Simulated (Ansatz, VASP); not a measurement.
## Y: VASP beside Ansatz

```xyz
2
Lattice="0.0000 3.2701 3.2701 3.2701 0.0000 3.2701 3.2701 3.2701 0.0000" Properties=species:S:1:pos:R:3 pbc="T T T"
Y     0.8175    0.8175    0.8175
Y     5.7226    5.7226    5.7226
```

Alike in both runs: task single point; functional PBEsol; k mesh 9 × 9 × 9; occupations fermi-dirac, width 0.1 eV; no spin polarisation.

```csv
,VASP,Ansatz
version,VASP 6.6.1,Ansatz 0.2.0
potentials or method,"VASP PAW PBE potentials, release 64 (Y_sv), cutoff 520 eV","plane waves (420 eV) with PAW, scalar-relativistic"
valence electrons in the cell,22,22
```

```csv
,VASP,Ansatz,Ansatz less VASP
pressure (GPa),1.7,1.6,-0.10
```

VASP's potentials were made for PBE, not for PBEsol, and Ansatz warns of the same on its side.
